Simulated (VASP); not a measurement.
# Si (Fd-3m) in VASP: further runs

Runs on Si. Level: PBE. Tasks: single point.

Program: VASP 6.6.1. These are calculated values, not measurements. Logs are shortened: lines on timing, memory, paths and dates and some standing lists are left out, and cuts for length are marked.

### 1 The cell of the first run

Symmetry: Fd-3m, No. 227, cubic system. Conventional cell: a = 5.470 Å, b = 5.470 Å, c = 5.470 Å, α = 90.00°, β = 90.00°, γ = 90.00°. Within 3.1 Å of Si (site symmetry -43m) lie 4 Si at 2.37 Å.

### 2 Single point, PBE

Input file INCAR:

```
PREC = Accurate
ENCUT = 520
EDIFF = 1E-6
ISMEAR = 0
SIGMA = 0.02
LREAL = F
LASPH = T
NELM = 80
ALGO = Normal
ISIF = 2
LWAVE = F
LCHARG = F
GGA = PE
NBANDS = 11
```

Input file KPOINTS:

```
regular mesh
0
Gamma
  8 8 8
```

Input file POSCAR:

```
Si
1.0
    0.0000000000      2.7350468237      2.7350468237
    2.7350468237      0.0000000000      2.7350468237
    2.7350468237      2.7350468237      0.0000000000
Si
2
Direct
    0.2500000000      0.2500000000      0.2500000000
    0.0000000000      0.0000000000      0.0000000000
```

Potentials or basis: VASP PAW PBE potentials, release 64 (Si).

On the command line:

```bash
> cat potpaw_PBE.64/Si/POTCAR > POTCAR
> mpirun -np 1 vasp_std > vasp.out
```

OUTCAR:

```text
PREC = Accurate
   ENCUT = 520
   EDIFF = 1E-6
   ISMEAR = 0
   LREAL = F
   LASPH = T
   NELM = 80
   ISIF = 2
   GGA = PE

 ion  position               nearest neighbor table
   1  0.250  0.250  0.250-   2 2.37   2 2.37   2 2.37   2 2.37
   2  0.000  0.000  0.000-   1 2.37   1 2.37   1 2.37   1 2.37

  LATTYP: Found a face centered cubic cell.
 ALAT       =     5.4700936474

  Lattice vectors:

 A1 = (   0.0000000000,   2.7350468237,   2.7350468237)
 A2 = (   2.7350468237,   0.0000000000,   2.7350468237)
 A3 = (   2.7350468237,   2.7350468237,   0.0000000000)

Analysis of symmetry for initial positions (statically):
=====================================================================
 Subroutine PRICEL returns:
 Original cell was already a primitive cell.

 Routine SETGRP: Setting up the symmetry group for a
 face centered cubic supercell.

 Subroutine GETGRP returns: Found 48 space group operations
 (whereof 24 operations were pure point group operations)
 out of a pool of 48 trial point group operations.

The static configuration has the point symmetry T_d .
 The point group associated with its full space group is O_h .

Analysis of symmetry for dynamics (positions and initial velocities):
=====================================================================
 Subroutine PRICEL returns:
 Original cell was already a primitive cell.

 Routine SETGRP: Setting up the symmetry group for a
 face centered cubic supercell.

 Subroutine GETGRP returns: Found 48 space group operations
 (whereof 24 operations were pure point group operations)
 out of a pool of 48 trial point group operations.

The dynamic configuration has the point symmetry T_d .
 The point group associated with its full space group is O_h .

 Subroutine INISYM returns: Found 48 space group operations
 (whereof 24 operations are pure point group operations),
 and found     1 'primitive' translations

----------------------------------------------------------------------------------------

                                     Primitive cell

  volume of cell :      40.9189

  direct lattice vectors                    reciprocal lattice vectors
     0.000000000  2.735046824  2.735046824    -0.182812227  0.182812227  0.182812227
     2.735046824  0.000000000  2.735046824     0.182812227 -0.182812227  0.182812227
     2.735046824  2.735046824  0.000000000     0.182812227  0.182812227 -0.182812227

  length of vectors
     3.867940312  3.867940312  3.867940312     0.316640065  0.316640065  0.316640065

  position of ions in fractional coordinates (direct lattice)
     0.250000000  0.250000000  0.250000000
     0.000000000  0.000000000  0.000000000

  ion indices of the primitive-cell ions
   primitive index   ion index
                 1           1
                 2           2

----------------------------------------------------------------------------------------

 KPOINTS: regular mesh

Automatic generation of k-mesh.
 Grid dimensions read from file:
 generate k-points for:    8    8    8

 Generating k-lattice:

  Cartesian coordinates                     Fractional coordinates (reciprocal lattice)
    -0.022851528  0.022851528  0.022851528     0.125000000  0.000000000  0.000000000
     0.022851528 -0.022851528  0.022851528     0.000000000  0.125000000  0.000000000
     0.022851528  0.022851528 -0.022851528     0.000000000  0.000000000  0.125000000

  Length of vectors
     0.039580008  0.039580008  0.039580008

  Shift w.r.t. Gamma in fractional coordinates (k-lattice)
     0.000000000  0.000000000  0.000000000

 Subroutine IBZKPT returns following result:
 ===========================================

 Found     29 irreducible k-points:

 Following reciprocal coordinates:
            Coordinates               Weight
  0.000000  0.000000  0.000000      1.000000
  0.125000  0.000000  0.000000      8.000000
  0.250000  0.000000  0.000000      8.000000
  0.375000  0.000000  0.000000      8.000000
  0.500000  0.000000  0.000000      4.000000
  0.125000  0.125000  0.000000      6.000000
[... 16 lines left out ...]
  0.500000  0.250000  0.125000     48.000000
 -0.375000  0.250000  0.125000     24.000000
 [... further k-points ...]
   k-points           NKPTS =     29   k-points in BZ     NKDIM =     29   number of bands    NBANDS=     11
   number of dos      NEDOS =    301   number of ions     NIONS =      2
   total plane-waves  NPLWV =  27000
   dimension x,y,z NGX =    30 NGY =   30 NGZ =   30
   dimension x,y,z NGXF=    60 NGYF=   60 NGZF=   60
   ions per type =               2
   NGX,Y,Z   is equivalent  to a cutoff of  12.89, 12.89, 12.89 a.u.
   NGXF,Y,Z  is equivalent  to a cutoff of  25.79, 25.79, 25.79 a.u.
 SYSTEM =  unknown system
   PREC   = accura    normal or accurate (medium, high low for compatibility)
   ISTART =      0    job   : 0-new  1-cont  2-samecut
   ICHARG =      2    charge: 1-file 2-atom 10-const
   ISPIN  =      1    spin polarized calculation?
   LNONCOLLINEAR =      F non collinear calculations
   LSORBIT =      F    spin-orbit coupling
   LASPH  =      T    aspherical Exc in radial PAW
   ENCUT  =  520.0 eV  38.22 Ry    6.18 a.u.   7.19  7.19  7.19*2*pi/ulx,y,z
   NELM   =     80;   NELMIN=  2; NELMDL= -5     # of ELM steps
   EDIFF  = 0.1E-05   stopping-criterion for ELM
   LREAL  =      F    real-space projection
   EDIFFG = 0.1E-04   stopping-criterion for IOM
   NSW    =      0    number of steps for IOM
   IBRION =     -1    ionic relax: 0-MD 1-quasi-New 2-CG
   NFREE  =      0    steps in history (QN), initial steepest desc. (CG)
   ISIF   =      2    stress and relaxation
   ISYM   =      2    0-nonsym 1-usesym 2-fastsym
   POTIM  = 0.5000    time-step for ionic-motion
   TEBEG  =    0.0;   TEEND  =   0.0 temperature during run
   PSTRESS=    0.0 pullay stress
   NELECT =       8.0000    total number of electrons
   NUPDOWN=      -1.0000    fix difference up-down
   EMIN   =  10.00;   EMAX   =-10.00  energy-range for DOS
   EFERMI =   0.00;   METHOD = LEGACY
   ISMEAR =     0;   SIGMA  =   0.02  broadening in eV -4-tet -1-fermi 0-gaus
   EFERMI_NEDOS =   21; number of points for ismear=-14 and -15
   IALGO  =     38    algorithm
   IMIX   =      4    mixing-type and parameters
     AMIX     =   0.40;   BMIX     =  1.00
     AMIX_MAG =   1.60;   BMIX_MAG =  1.00
  volume/ion in A,a.u.               =      20.46       138.07
  Fermi-wavevector in a.u.,A,eV,Ry     =   0.950160  1.795542 12.283394  0.902804
  Thomas-Fermi vector in A             =   2.078511
   LORBIT       =      0    0 simple, 1 ext, 2 COOP (PROOUT), +10 PAW based schemes
   GGA     = PE    functional components
   LHFCALC =     F    Hartree Fock is set to
   AEXX    =    0.0000 exact exchange contribution
   IVDW    =     0    specifies the selected vdW correction
   LEPSILON=     F    determine dielectric tensor
   LRPA    =     F    only Hartree local field effects (RPA)
 non-spin polarized calculation
 Gauss-broadening in eV      SIGMA  =   0.02
  energy-cutoff  :      520.00
  volume of cell :       40.92
 maximum number of plane-waves:      1124
 NGX is ok and might be reduce to    30
   NGX = 15   NGY = 15   NGZ = 15

 number of electron       8.0000001 magnetization

 Free energy of the ion-electron system (eV)
  ---------------------------------------------------
  ext. energy  EPLUGINS =         0.00000000
  ---------------------------------------------------
  free energy    TOTEN  =       -10.84608134 eV

  energy without entropy =      -10.84608134  energy(sigma->0) =      -10.84608134

 E-fermi :   5.7098     XC(G=0):  -9.3237

 val. band max:        5.6099044723   @ k =   0.0000   0.0000   0.0000
 cond. band min:       6.2610843791   @ k =   0.3750   0.3750   0.0000
 fundamental gap:      0.6511799068
 Fermi energy:         5.7097925804

 k-point     1 :       0.0000    0.0000    0.0000
  band No.  band energies     occupation
      1      -6.1999      2.00000
      2       5.6099      2.00000
      3       5.6099      2.00000
      4       5.6099      2.00000
      5       8.1661      0.00000
      6       8.1661      0.00000
      7       8.1661      0.00000
      8       8.7353      0.00000
      9      13.3181      0.00000
     10      13.3181      0.00000
     11      13.4841      0.00000

 k-point     2 :       0.1250    0.0000    0.0000
  band No.  band energies     occupation
      1      -5.9996      2.00000
      2       4.0193      2.00000
      3       5.3277      2.00000
      4       5.3277      2.00000
      5       8.0505      0.00000
      6       8.5812      0.00000
      7       8.5812      0.00000
      8      10.1363      0.00000
      9      12.8455      0.00000
     10      12.8455      0.00000
     11      14.2595      0.00000

 k-point     3 :       0.2500    0.0000    0.0000
  band No.  band energies     occupation
      1      -5.4156      2.00000
      2       1.7249      2.00000
      3       4.8653      2.00000
      4       4.8653      2.00000
      5       7.5665      0.00000
      6       9.0991      0.00000
      7       9.0991      0.00000
      8      12.3550      0.00000
      9      12.7963      0.00000
     10      12.7963      0.00000
     11      14.5369      0.00000

 k-point     4 :       0.3750    0.0000    0.0000
  band No.  band energies     occupation
      1      -4.5417      2.00000
      2      -0.2583      2.00000
      3       4.5427      2.00000
      4       4.5427      2.00000
      5       7.2019      0.00000
      6       9.0626      0.00000
      7       9.0626      0.00000
      8      13.4453      0.00000
      9      14.1472      0.00000
     10      14.1472      0.00000
     11      15.1158      0.00000

 k-point     5 :       0.5000    0.0000    0.0000
  band No.  band energies     occupation
      1      -3.9230      2.00000
      2      -1.2555      2.00000
      3       4.4321      2.00000
      4       4.4321      2.00000
      5       7.0737      0.00000
      6       8.9592      0.00000
      7       8.9592      0.00000
      8      13.3104      0.00000
      9      16.1028      0.00000
     10      16.1028      0.00000
     11      16.7857      0.00000
[... 211 lines left out ...]
 k-point    21 :       0.5000    0.5000    0.0000
  band No.  band energies     occupation
      1      -2.1341      2.00000
      2      -2.1341      2.00000
      3       2.8176      2.00000
      4       2.8176      2.00000
      5       6.3624      0.00000
      6       6.3624      0.00000
      7      15.5399      0.00000
      8      15.5399      0.00000
      9      16.5145      0.00000
     10      16.5145      0.00000
     11      18.0496      0.00000

 k-point    22 :       0.3750    0.2500    0.1250
  band No.  band energies     occupation
      1      -4.8959      2.00000
      2       1.3424      2.00000
      3       2.9597      2.00000
      4       4.2106      2.00000
      5       8.0527      0.00000
      6       9.4342      0.00000
      7       9.8129      0.00000
      8      11.0486      0.00000
      9      13.3202      0.00000
     10      15.7104      0.00000
     11      16.5702      0.00000

 k-point    23 :       0.5000    0.2500    0.1250
  band No.  band energies     occupation
      1      -4.0271      2.00000
      2      -0.1762      2.00000
      3       2.3558      2.00000
      4       3.7236      2.00000
      5       8.4736      0.00000
      6       9.1387      0.00000
      7      10.5861      0.00000
      8      11.4863      0.00000
      9      14.5377      0.00000
     10      15.2331      0.00000
     11      17.5090      0.00000

 k-point    24 :      -0.3750    0.2500    0.1250
  band No.  band energies     occupation
      1      -3.3935      2.00000
      2      -1.0949      2.00000
      3       2.2244      2.00000
      4       3.5008      2.00000
      5       8.6320      0.00000
      6       8.7564      0.00000
      7      11.4545      0.00000
      8      12.6743      0.00000
      9      12.9140      0.00000
     10      16.1152      0.00000
     11      17.1583      0.00000

 [... further k-points ...]

------------------------ aborting loop because EDIFF is reached ----------------------------------------

  FORCE on cell =-STRESS in cart. coord.  units (eV):
  Direction    XX          YY          ZZ          XY          YZ          ZX
  --------------------------------------------------------------------------------------
  -------------------------------------------------------------------------------------
  Total       -0.0163150     -0.0163150     -0.0163150     -0.0000000      0.0000000      0.0000000
  in kB       -0.6388142     -0.6388142     -0.6388142     -0.0000000      0.0000000      0.0000000
  external PRESSURE =      -0.6388142 kB  Pullay stress =       0.0000000 kB

 VOLUME and BASIS-vectors are now :
 -----------------------------------------------------------------------------
  energy-cutoff  :      520.00
  volume of cell :       40.92
      direct lattice vectors                 reciprocal lattice vectors
     0.000000000  2.735046824  2.735046824    -0.182812227  0.182812227  0.182812227
     2.735046824  0.000000000  2.735046824     0.182812227 -0.182812227  0.182812227
     2.735046824  2.735046824  0.000000000     0.182812227  0.182812227 -0.182812227

 POSITION                                       TOTAL-FORCE (eV/Angst)
 -----------------------------------------------------------------------------------
      1.36752      1.36752      1.36752        -0.000000     -0.000000     -0.000000
      0.00000      0.00000      0.00000         0.000000      0.000000      0.000000
 -----------------------------------------------------------------------------------
    total drift:                               -0.000000     -0.000000     -0.000000

  FREE ENERGIE OF THE ION-ELECTRON SYSTEM (eV)
  ---------------------------------------------------
  free  energy   TOTEN  =       -10.8460813423 eV

  energy  without entropy=      -10.8460813423  energy(sigma->0) =      -10.84608134
```

Run time: 20 s. Hardware: 1 thread of Intel Xeon 8259CL, shared host; peak memory 0.16 GiB.

Results:

- Free energy: -10.8461 eV
- Pressure: -0.1 GPa
- Band gap on the k mesh: 0.65 eV (least direct gap 2.56 eV)

Caveat: semilocal functionals underestimate gaps, and a narrow one can read as zero.

(Continued in part 2 of 2.)
